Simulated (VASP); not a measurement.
# K (Im-3m) in VASP: single point with PBEsol

Aim: the single point of K with PBEsol.

Program: VASP 6.6.1. These are calculated values, not measurements. Logs are shortened: lines on timing, memory, paths and dates and some standing lists are left out, and cuts for length are marked.

## (1) The cell of the first run

Symmetry: Im-3m, No. 229, cubic system. The conventional cell has a = 5.229 Å, b = 5.229 Å, c = 5.229 Å, α = 90.00°, β = 90.00°, γ = 90.00°.

## (2) Single point, PBEsol

Contents of INCAR:

```
SYSTEM = K
ALGO = Normal
EDIFF = 1E-6
ENCUT = 520
GGA = PS
ISIF = 2
ISMEAR = -1
LASPH = .True.
LCHARG = .False.
LREAL = .False.
LWAVE = .False.
NBANDS = 10
NELM = 60
PREC = Accurate
SIGMA = 0.13605693000000002
```

Contents of KPOINTS:

```
k-points
0
Gamma
  9 9 9
  0 0 0
```

Contents of POSCAR:

```
K
1.0
   -2.6145144830      2.6145144830      2.6145144830
    2.6145144830     -2.6145144830      2.6145144830
    2.6145144830      2.6145144830     -2.6145144830
K
1
Direct
    0.0000000000      0.0000000000      0.0000000000
```

Potentials or basis: VASP PAW PBE potentials, release 64 (K_sv).

The run is started by

```sh
cat potpaw_PBE.64/K_sv/POTCAR > POTCAR
mpirun -np 1 vasp_std > vasp.out
```

OUTCAR:

```text
SYSTEM = K
   EDIFF = 1E-6
   ENCUT = 520
   GGA = PS
   ISIF = 2
   ISMEAR = -1
   LASPH = .True.
   LREAL = .False.
   NELM = 60
   PREC = Accurate

 ion  position               nearest neighbor table
   1  0.000  0.000  0.000-

  LATTYP: Found a body centered cubic cell.
 ALAT       =     5.2290289660

  Lattice vectors:

 A1 = (  -2.6145144830,   2.6145144830,   2.6145144830)
 A2 = (   2.6145144830,  -2.6145144830,   2.6145144830)
 A3 = (   2.6145144830,   2.6145144830,  -2.6145144830)

Analysis of symmetry for initial positions (statically):
=====================================================================
 Subroutine PRICEL returns:
 Original cell was already a primitive cell.

 Routine SETGRP: Setting up the symmetry group for a
 body centered cubic supercell.

 Subroutine GETGRP returns: Found 48 space group operations
 (whereof 48 operations were pure point group operations)
 out of a pool of 48 trial point group operations.

The static configuration has the point symmetry O_h .

Analysis of symmetry for dynamics (positions and initial velocities):
=====================================================================
 Subroutine PRICEL returns:
 Original cell was already a primitive cell.

 Routine SETGRP: Setting up the symmetry group for a
 body centered cubic supercell.

 Subroutine GETGRP returns: Found 48 space group operations
 (whereof 48 operations were pure point group operations)
 out of a pool of 48 trial point group operations.

The dynamic configuration has the point symmetry O_h .

 Subroutine INISYM returns: Found 48 space group operations
 (whereof 48 operations are pure point group operations),
 and found     1 'primitive' translations

----------------------------------------------------------------------------------------

                                     Primitive cell

  volume of cell :      71.4880

  direct lattice vectors                    reciprocal lattice vectors
    -2.614514483  2.614514483  2.614514483     0.000000000  0.191240096  0.191240096
     2.614514483 -2.614514483  2.614514483     0.191240096  0.000000000  0.191240096
     2.614514483  2.614514483 -2.614514483     0.191240096  0.191240096  0.000000000

  length of vectors
     4.528471922  4.528471922  4.528471922     0.270454337  0.270454337  0.270454337

  position of ions in fractional coordinates (direct lattice)
     0.000000000  0.000000000  0.000000000

  ion indices of the primitive-cell ions
   primitive index   ion index
                 1           1

----------------------------------------------------------------------------------------

 KPOINTS: k-points

Automatic generation of k-mesh.
 Grid dimensions read from file:
 generate k-points for:    9    9    9

 Generating k-lattice:

  Cartesian coordinates                     Fractional coordinates (reciprocal lattice)
     0.000000000  0.021248900  0.021248900     0.111111111  0.000000000  0.000000000
     0.021248900  0.000000000  0.021248900     0.000000000  0.111111111  0.000000000
     0.021248900  0.021248900  0.000000000     0.000000000  0.000000000  0.111111111

  Length of vectors
     0.030050482  0.030050482  0.030050482

  Shift w.r.t. Gamma in fractional coordinates (k-lattice)
     0.000000000  0.000000000  0.000000000

 Subroutine IBZKPT returns following result:
 ===========================================

 Found     35 irreducible k-points:

 Following reciprocal coordinates:
            Coordinates               Weight
  0.000000  0.000000  0.000000      1.000000
  0.111111  0.000000  0.000000     12.000000
  0.222222  0.000000  0.000000     12.000000
  0.333333  0.000000  0.000000     12.000000
  0.444444  0.000000  0.000000     12.000000
  0.111111  0.111111  0.000000     24.000000
[... 16 lines left out ...]
 -0.333333  0.444444  0.111111     48.000000
 -0.444444 -0.444444  0.111111     24.000000
 [... further k-points ...]
   k-points           NKPTS =     35   k-points in BZ     NKDIM =     35   number of bands    NBANDS=     10
   number of dos      NEDOS =    301   number of ions     NIONS =      1
   total plane-waves  NPLWV =  46656
   dimension x,y,z NGX =    36 NGY =   36 NGZ =   36
   dimension x,y,z NGXF=    72 NGYF=   72 NGZF=   72
   ions per type =               1
   NGX,Y,Z   is equivalent  to a cutoff of  13.22, 13.22, 13.22 a.u.
   NGXF,Y,Z  is equivalent  to a cutoff of  26.43, 26.43, 26.43 a.u.
 SYSTEM =  K
   PREC   = accura    normal or accurate (medium, high low for compatibility)
   ISTART =      0    job   : 0-new  1-cont  2-samecut
   ICHARG =      2    charge: 1-file 2-atom 10-const
   ISPIN  =      1    spin polarized calculation?
   LNONCOLLINEAR =      F non collinear calculations
   LSORBIT =      F    spin-orbit coupling
   LASPH  =      T    aspherical Exc in radial PAW
   ENCUT  =  520.0 eV  38.22 Ry    6.18 a.u.   8.42  8.42  8.42*2*pi/ulx,y,z
   NELM   =     60;   NELMIN=  2; NELMDL= -5     # of ELM steps
   EDIFF  = 0.1E-05   stopping-criterion for ELM
   LREAL  =      F    real-space projection
   EDIFFG = 0.1E-04   stopping-criterion for IOM
   NSW    =      0    number of steps for IOM
   IBRION =     -1    ionic relax: 0-MD 1-quasi-New 2-CG
   NFREE  =      0    steps in history (QN), initial steepest desc. (CG)
   ISIF   =      2    stress and relaxation
   ISYM   =      2    0-nonsym 1-usesym 2-fastsym
   POTIM  = 0.5000    time-step for ionic-motion
   TEBEG  =    0.0;   TEEND  =   0.0 temperature during run
   PSTRESS=    0.0 pullay stress
   NELECT =       9.0000    total number of electrons
   NUPDOWN=      -1.0000    fix difference up-down
   EMIN   =  10.00;   EMAX   =-10.00  energy-range for DOS
   EFERMI =   0.00;   METHOD = LEGACY
   ISMEAR =    -1;   SIGMA  =   0.14  broadening in eV -4-tet -1-fermi 0-gaus
   EFERMI_NEDOS =   21; number of points for ismear=-14 and -15
   IALGO  =     38    algorithm
   IMIX   =      4    mixing-type and parameters
     AMIX     =   0.40;   BMIX     =  1.00
     AMIX_MAG =   1.60;   BMIX_MAG =  1.00
  volume/ion in A,a.u.               =      71.49       482.42
  Fermi-wavevector in a.u.,A,eV,Ry     =   0.820499  1.550518  9.159691  0.673218
  Thomas-Fermi vector in A             =   1.931492
   LORBIT       =      0    0 simple, 1 ext, 2 COOP (PROOUT), +10 PAW based schemes
   GGA     = PS    functional components
   LHFCALC =     F    Hartree Fock is set to
   AEXX    =    0.0000 exact exchange contribution
   IVDW    =     0    specifies the selected vdW correction
   LEPSILON=     F    determine dielectric tensor
   LRPA    =     F    only Hartree local field effects (RPA)
 non-spin polarized calculation
  energy-cutoff  :      520.00
  volume of cell :       71.49
 maximum number of plane-waves:      1961
 NGX is ok and might be reduce to    36
   NGX = 17   NGY = 17   NGZ = 17

 number of electron       9.0000000 magnetization

 Free energy of the ion-electron system (eV)
  ---------------------------------------------------
  ext. energy  EPLUGINS =         0.00000000
  ---------------------------------------------------
  free energy    TOTEN  =        -1.15763647 eV

  energy without entropy =       -1.11278910  energy(sigma->0) =       -1.13521278

 E-fermi :  -0.1063     XC(G=0):  -5.7674

 val. band max:       -0.1687768251   @ k =  -0.3333   0.4444   0.1111
 cond. band min:      -0.0596044853   @ k =   0.4444   0.0000   0.0000
 fundamental gap:      0.1091723398
 Fermi energy:        -0.1063333023

 k-point     1 :       0.0000    0.0000    0.0000
  band No.  band energies     occupation
      1     -32.0802      2.00000
      2     -15.5880      2.00000
      3     -15.5880      2.00000
      4     -15.5880      2.00000
      5      -2.3047      2.00000
      6       4.2182      0.00000
      7       4.2182      0.00000
      8       4.2182      0.00000
      9       5.1565      0.00000
     10       5.1565      0.00000

 k-point     2 :       0.1111    0.0000    0.0000
  band No.  band energies     occupation
      1     -32.0797      2.00000
      2     -15.5971      2.00000
      3     -15.5910      2.00000
      4     -15.5880      2.00000
      5      -2.1479      2.00000
      6       3.9616      0.00000
      7       4.0229      0.00000
      8       4.3449      0.00000
      9       4.9369      0.00000
     10       5.1194      0.00000

 k-point     3 :       0.2222    0.0000    0.0000
  band No.  band energies     occupation
      1     -32.0782      2.00000
      2     -15.6198      2.00000
      3     -15.5986      2.00000
      4     -15.5880      2.00000
      5      -1.6904      1.99998
      6       3.1037      0.00000
      7       3.6299      0.00000
      8       4.7183      0.00000
      9       4.9450      0.00000
     10       5.0974      0.00000

 k-point     4 :       0.3333    0.0000    0.0000
  band No.  band energies     occupation
      1     -32.0766      2.00000
      2     -15.6452      2.00000
      3     -15.6071      2.00000
      4     -15.5880      2.00000
      5      -0.9711      1.99653
      6       2.0651      0.00000
      7       3.2834      0.00000
      8       4.9988      0.00000
      9       5.2184      0.00000
     10       5.3187      0.00000
[... 222 lines left out ...]
 k-point    22 :      -0.4444    0.4444    0.1111
  band No.  band energies     occupation
      1     -32.0751      2.00000
      2     -15.6593      2.00000
      3     -15.6162      2.00000
      4     -15.5945      2.00000
      5       0.0721      0.42445
      6       1.1027      0.00028
      7       3.1346      0.00000
      8       4.1252      0.00000
      9       5.4641      0.00000
     10       6.0887      0.00000

 k-point    23 :      -0.3333    0.4444    0.1111
  band No.  band energies     occupation
      1     -32.0750      2.00000
      2     -15.6504      2.00000
      3     -15.6206      2.00000
      4     -15.6001      2.00000
      5      -0.1688      1.22553
      6       1.7359      0.00000
      7       2.7937      0.00000
      8       4.1879      0.00000
      9       5.0728      0.00000
     10       5.7037      0.00000

 k-point    24 :      -0.4444   -0.4444    0.1111
  band No.  band energies     occupation
      1     -32.0745      2.00000
      2     -15.6564      2.00000
      3     -15.6247      2.00000
      4     -15.6001      2.00000
      5       0.7592      0.00345
      6       0.7885      0.00278
      7       2.6569      0.00000
      8       4.1253      0.00000
      9       5.2446      0.00000
     10       5.8021      0.00000

 [... further k-points ...]
[... 5 lines left out ...]
  --------------------------------------------------------------------------------------
  -------------------------------------------------------------------------------------
  Total       -0.0104857     -0.0104857     -0.0104857      0.0000000      0.0000000      0.0000000
  in kB       -0.2350043     -0.2350043     -0.2350043      0.0000000      0.0000000      0.0000000
  external PRESSURE =      -0.2350043 kB  Pullay stress =       0.0000000 kB

 VOLUME and BASIS-vectors are now :
 -----------------------------------------------------------------------------
  energy-cutoff  :      520.00
  volume of cell :       71.49
      direct lattice vectors                 reciprocal lattice vectors
    -2.614514483  2.614514483  2.614514483     0.000000000  0.191240096  0.191240096
     2.614514483 -2.614514483  2.614514483     0.191240096  0.000000000  0.191240096
     2.614514483  2.614514483 -2.614514483     0.191240096  0.191240096  0.000000000

 POSITION                                       TOTAL-FORCE (eV/Angst)
 -----------------------------------------------------------------------------------
      0.00000      0.00000      0.00000         0.000000      0.000000      0.000000
 -----------------------------------------------------------------------------------
    total drift:                               -0.000000      0.000000      0.000000

  FREE ENERGIE OF THE ION-ELECTRON SYSTEM (eV)
  ---------------------------------------------------
  free  energy   TOTEN  =        -1.1576364735 eV

  energy  without entropy=       -1.1127890962  energy(sigma->0) =       -1.13521278
```

It took 25 s on 1 thread of Intel Xeon Platinum 8259CL at 2.50GHz (Skylake/Cascade Lake), shared host; peak memory 0.2 GiB.

Results:

```
Free energy : -1.1576 eV
Pressure    : 0.0 GPa
```

Caveat: the PAW data sets were made with another functional, which shifts forces and pressure a little.
